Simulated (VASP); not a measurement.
# TeW (Fm-3m) in VASP: a series of runs

The runs below take TeW through single point, relaxation of cell and atoms, with PBE.

Everything below comes from runs of VASP 6.6.1. Logs are shortened: lines on timing, memory, paths and dates and some standing lists are left out, and cuts for length are marked.

### Step 1. The cell of the first run

It takes space group Fm-3m (No. 225, cubic). The conventional cell has a = 5.595 Å, b = 5.595 Å, c = 5.595 Å, α = 90.00°, β = 90.00°, γ = 90.00°. Within 3.7 Å of W (site symmetry m-3m) lie 6 Te at 2.80 Å. Within 3.7 Å of Te (site symmetry m-3m) lie 6 W at 2.80 Å.

### Step 2. Single point, PBE

The input, INCAR:

```
SYSTEM = TeW
  PREC = Accurate
  ENCUT = 520
  EDIFF = 1E-7
  ISMEAR = 0
  SIGMA = 0.1
  LREAL = .FALSE.
  LASPH = .TRUE.
  NELM = 80
  ALGO = Normal
  ISIF = 2
  LWAVE = .FALSE.
  LCHARG = .FALSE.
  GGA = PE
  NBANDS = 17
```

The input, KPOINTS:

```
regular mesh
0
G
  14 14 14
  0 0 0
```

The input, POSCAR:

```
TeW
1.0
    0.0000000000      2.7972678084      2.7972678084
    2.7972678084      0.0000000000      2.7972678084
    2.7972678084      2.7972678084      0.0000000000
W Te
1 1
Direct
    0.0000000000      0.0000000000      0.0000000000
    0.5000000000      0.5000000000      0.5000000000
```

Potentials or basis: VASP PAW PBE potentials, release 64 (W_sv, Te).

The run is started by

```console
cat potpaw_PBE.64/W_sv/POTCAR potpaw_PBE.64/Te/POTCAR > POTCAR
mpirun -np 1 vasp_std > vasp.out
```

OUTCAR:

```text
SYSTEM = TeW
   PREC = Accurate
   ENCUT = 520
   EDIFF = 1E-7
   ISMEAR = 0
   LREAL = .FALSE.
   LASPH = .TRUE.
   NELM = 80
   ISIF = 2
   GGA = PE

 ion  position               nearest neighbor table
   1  0.000  0.000  0.000-   2 2.80   2 2.80   2 2.80   2 2.80   2 2.80   2 2.80
   2  0.500  0.500  0.500-   1 2.80   1 2.80   1 2.80   1 2.80   1 2.80   1 2.80

  LATTYP: Found a face centered cubic cell.
 ALAT       =     5.5945356168

  Lattice vectors:

 A1 = (   0.0000000000,   2.7972678084,   2.7972678084)
 A2 = (   2.7972678084,   0.0000000000,   2.7972678084)
 A3 = (   2.7972678084,   2.7972678084,   0.0000000000)

Analysis of symmetry for initial positions (statically):
[... 33 lines left out ...]
                                     Primitive cell

  volume of cell :      43.7756

  direct lattice vectors                    reciprocal lattice vectors
     0.000000000  2.797267808  2.797267808    -0.178745846  0.178745846  0.178745846
     2.797267808  0.000000000  2.797267808     0.178745846 -0.178745846  0.178745846
     2.797267808  2.797267808  0.000000000     0.178745846  0.178745846 -0.178745846

  length of vectors
     3.955934072  3.955934072  3.955934072     0.309596886  0.309596886  0.309596886

  position of ions in fractional coordinates (direct lattice)
     0.000000000  0.000000000  0.000000000
     0.500000000  0.500000000  0.500000000

  ion indices of the primitive-cell ions
   primitive index   ion index
                 1           1
                 2           2

----------------------------------------------------------------------------------------

 KPOINTS: regular mesh

Automatic generation of k-mesh.
 Grid dimensions read from file:
 generate k-points for:   14   14   14

 Generating k-lattice:

  Cartesian coordinates                     Fractional coordinates (reciprocal lattice)
    -0.012767560  0.012767560  0.012767560     0.071428571  0.000000000  0.000000000
     0.012767560 -0.012767560  0.012767560     0.000000000  0.071428571  0.000000000
     0.012767560  0.012767560 -0.012767560     0.000000000  0.000000000  0.071428571

  Length of vectors
     0.022114063  0.022114063  0.022114063

  Shift w.r.t. Gamma in fractional coordinates (k-lattice)
     0.000000000  0.000000000  0.000000000

 Subroutine IBZKPT returns following result:
 ===========================================

 Found    104 irreducible k-points:

 Following reciprocal coordinates:
            Coordinates               Weight
  0.000000  0.000000  0.000000      1.000000
  0.071429  0.000000  0.000000      8.000000
  0.142857  0.000000  0.000000      8.000000
  0.214286  0.000000  0.000000      8.000000
  0.285714  0.000000  0.000000      8.000000
  0.357143  0.000000  0.000000      8.000000
[... 16 lines left out ...]
  0.214286  0.142857  0.000000     24.000000
  0.285714  0.142857  0.000000     24.000000
 [... further k-points ...]
   k-points           NKPTS =    104   k-points in BZ     NKDIM =    104   number of bands    NBANDS=     17
   number of dos      NEDOS =    301   number of ions     NIONS =      2
   total plane-waves  NPLWV =  27000
   dimension x,y,z NGX =    30 NGY =   30 NGZ =   30
   dimension x,y,z NGXF=    60 NGYF=   60 NGZF=   60
   ions per type =               1   1
   NGX,Y,Z   is equivalent  to a cutoff of  12.61, 12.61, 12.61 a.u.
   NGXF,Y,Z  is equivalent  to a cutoff of  25.21, 25.21, 25.21 a.u.
 SYSTEM =  TeW
   PREC   = accura    normal or accurate (medium, high low for compatibility)
   ISTART =      0    job   : 0-new  1-cont  2-samecut
   ICHARG =      2    charge: 1-file 2-atom 10-const
   ISPIN  =      1    spin polarized calculation?
   LNONCOLLINEAR =      F non collinear calculations
   LSORBIT =      F    spin-orbit coupling
   LASPH  =      T    aspherical Exc in radial PAW
   ENCUT  =  520.0 eV  38.22 Ry    6.18 a.u.   7.36  7.36  7.36*2*pi/ulx,y,z
   NELM   =     80;   NELMIN=  2; NELMDL= -5     # of ELM steps
   EDIFF  = 0.1E-06   stopping-criterion for ELM
   LREAL  =      F    real-space projection
   EDIFFG = 0.1E-05   stopping-criterion for IOM
   NSW    =      0    number of steps for IOM
   IBRION =     -1    ionic relax: 0-MD 1-quasi-New 2-CG
   NFREE  =      0    steps in history (QN), initial steepest desc. (CG)
   ISIF   =      2    stress and relaxation
   ISYM   =      2    0-nonsym 1-usesym 2-fastsym
   POTIM  = 0.5000    time-step for ionic-motion
   TEBEG  =    0.0;   TEEND  =   0.0 temperature during run
   PSTRESS=    0.0 pullay stress
   NELECT =      20.0000    total number of electrons
   NUPDOWN=      -1.0000    fix difference up-down
   EMIN   =  10.00;   EMAX   =-10.00  energy-range for DOS
   EFERMI =   0.00;   METHOD = LEGACY
   ISMEAR =     0;   SIGMA  =   0.10  broadening in eV -4-tet -1-fermi 0-gaus
   EFERMI_NEDOS =   21; number of points for ismear=-14 and -15
   IALGO  =     38    algorithm
   IMIX   =      4    mixing-type and parameters
     AMIX     =   0.40;   BMIX     =  1.00
     AMIX_MAG =   1.60;   BMIX_MAG =  1.00
  volume/ion in A,a.u.               =      21.89       147.71
  Fermi-wavevector in a.u.,A,eV,Ry     =   1.260881  2.382720 21.630828  1.589821
  Thomas-Fermi vector in A             =   2.394368
   LORBIT       =      0    0 simple, 1 ext, 2 COOP (PROOUT), +10 PAW based schemes
   GGA     = PE    functional components
   LHFCALC =     F    Hartree Fock is set to
   AEXX    =    0.0000 exact exchange contribution
   IVDW    =     0    specifies the selected vdW correction
   LEPSILON=     F    determine dielectric tensor
   LRPA    =     F    only Hartree local field effects (RPA)
 non-spin polarized calculation
 Gauss-broadening in eV      SIGMA  =   0.10
  energy-cutoff  :      520.00
  volume of cell :       43.78
 maximum number of plane-waves:      1243
 NGX is ok and might be reduce to    30
   NGX = 15   NGY = 15   NGZ = 15

 number of electron      20.0000000 magnetization

 Free energy of the ion-electron system (eV)
  ---------------------------------------------------
  ext. energy  EPLUGINS =         0.00000000
  ---------------------------------------------------
  free energy    TOTEN  =       -13.08259075 eV

  energy without entropy =      -13.06031543  energy(sigma->0) =      -13.07145309

 E-fermi :   9.9012     XC(G=0): -11.4331

 val. band max:        9.8909654764   @ k =  -0.2857   0.4286   0.1429
 cond. band min:       9.9015800144   @ k =   0.4286   0.2143   0.0000
 fundamental gap:      0.0106145380
 Fermi energy:         9.9011726653

 k-point     1 :       0.0000    0.0000    0.0000
  band No.  band energies     occupation
      1     -64.3547      2.00000
      2     -28.5929      2.00000
      3     -28.5929      2.00000
      4     -28.5929      2.00000
      5      -4.3430      2.00000
      6       8.2379      2.00000
[... 9 lines left out ...]
     16      20.8030      0.00000
     17      20.8033      0.00000

 k-point     2 :       0.0714    0.0000    0.0000
  band No.  band energies     occupation
      1     -64.3546      2.00000
      2     -28.5949      2.00000
      3     -28.5929      2.00000
      4     -28.5929      2.00000
      5      -4.2754      2.00000
      6       7.5207      2.00000
[... 9 lines left out ...]
     16      19.6549      0.00000
     17      20.1526      0.00000

 k-point     3 :       0.1429    0.0000    0.0000
  band No.  band energies     occupation
      1     -64.3545      2.00000
      2     -28.6005      2.00000
      3     -28.5932      2.00000
      4     -28.5932      2.00000
      5      -4.0767      2.00000
      6       6.3922      2.00000
[... 9 lines left out ...]
     16      18.6468      0.00000
     17      19.2043      0.00000

 k-point     4 :       0.2143    0.0000    0.0000
  band No.  band energies     occupation
      1     -64.3543      2.00000
      2     -28.6087      2.00000
      3     -28.5935      2.00000
      4     -28.5934      2.00000
      5      -3.7605      2.00000
      6       5.1996      2.00000
[... 9 lines left out ...]
     16      18.1660      0.00000
     17      18.1660      0.00000

 k-point     5 :       0.2857    0.0000    0.0000
  band No.  band energies     occupation
      1     -64.3541      2.00000
      2     -28.6177      2.00000
      3     -28.5938      2.00000
      4     -28.5938      2.00000
      5      -3.3546      2.00000
      6       4.0725      2.00000
[... 9 lines left out ...]
     16      17.1514      0.00000
     17      17.5081      0.00000

 k-point     6 :       0.3571    0.0000    0.0000
  band No.  band energies     occupation
      1     -64.3539      2.00000
      2     -28.6258      2.00000
      3     -28.5941      2.00000
      4     -28.5941      2.00000
      5      -2.9124      2.00000
      6       3.1028      2.00000
[... 9 lines left out ...]
     16      16.2550      0.00000
     17      18.6838      0.00000
[... 281 lines left out ...]
 k-point    21 :      -0.0714    0.0714    0.0000
  band No.  band energies     occupation
      1     -64.3545      2.00000
      2     -28.5974      2.00000
      3     -28.5943      2.00000
      4     -28.5925      2.00000
      5      -4.1649      2.00000
      6       6.7853      2.00000
[... 9 lines left out ...]
     16      18.7188      0.00000
     17      19.6316      0.00000

 k-point    22 :       0.1429    0.1429    0.0000
  band No.  band energies     occupation
      1     -64.3544      2.00000
      2     -28.5987      2.00000
      3     -28.5956      2.00000
      4     -28.5956      2.00000
      5      -4.0013      2.00000
      6       5.7401      2.00000
[... 9 lines left out ...]
     16      17.6258      0.00000
     17      18.9596      0.00000

 k-point    23 :       0.2143    0.1429    0.0000
  band No.  band energies     occupation
      1     -64.3543      2.00000
      2     -28.6041      2.00000
      3     -28.5967      2.00000
      4     -28.5958      2.00000
      5      -3.7850      2.00000
      6       5.0898      2.00000
[... 9 lines left out ...]
     16      17.3145      0.00000
     17      18.5447      0.00000

 k-point    24 :       0.2857    0.1429    0.0000
  band No.  band energies     occupation
      1     -64.3541      2.00000
      2     -28.6118      2.00000
      3     -28.5975      2.00000
      4     -28.5959      2.00000
      5      -3.4712      2.00000
      6       4.4002      2.00000
[... 9 lines left out ...]
     16      17.7181      0.00000
     17      18.0437      0.00000

 [... further k-points ...]

------------------------ aborting loop because EDIFF is reached ----------------------------------------

  FORCE on cell =-STRESS in cart. coord.  units (eV):
  Direction    XX          YY          ZZ          XY          YZ          ZX
  --------------------------------------------------------------------------------------
  -------------------------------------------------------------------------------------
  Total        0.0133015      0.0133015      0.0133015     -0.0000000     -0.0000000      0.0000000
  in kB        0.4868322      0.4868322      0.4868322     -0.0000000     -0.0000000      0.0000000
  external PRESSURE =       0.4868322 kB  Pullay stress =       0.0000000 kB

 VOLUME and BASIS-vectors are now :
 -----------------------------------------------------------------------------
  energy-cutoff  :      520.00
  volume of cell :       43.78
      direct lattice vectors                 reciprocal lattice vectors
     0.000000000  2.797267808  2.797267808    -0.178745846  0.178745846  0.178745846
     2.797267808  0.000000000  2.797267808     0.178745846 -0.178745846  0.178745846
     2.797267808  2.797267808  0.000000000     0.178745846  0.178745846 -0.178745846

 POSITION                                       TOTAL-FORCE (eV/Angst)
 -----------------------------------------------------------------------------------
      0.00000      0.00000      0.00000        -0.000000      0.000000     -0.000000
      2.79727      2.79727      2.79727         0.000000      0.000000      0.000000
 -----------------------------------------------------------------------------------
    total drift:                               -0.000000      0.000000      0.000000

  FREE ENERGIE OF THE ION-ELECTRON SYSTEM (eV)
  ---------------------------------------------------
  free  energy   TOTEN  =       -13.0825907460 eV

  energy  without entropy=      -13.0603154261  energy(sigma->0) =      -13.07145309
```

It took 31 s on 1 thread of Intel Xeon 6975P-C (Granite Rapids), shared host; peak memory 0.23 GiB.

What came out:

```yaml
Free_energy: -13.0826 eV
Pressure: 0.0 GPa
Band_gap_on_the_k_mesh: zero (band 10 reaches 10.25 eV, above the bottom of band 11 at 8.58 eV)
```

Caveat: spin-orbit coupling is left out, which moves the levels of the heavy elements.

(Part 1 of 2 ends here.)
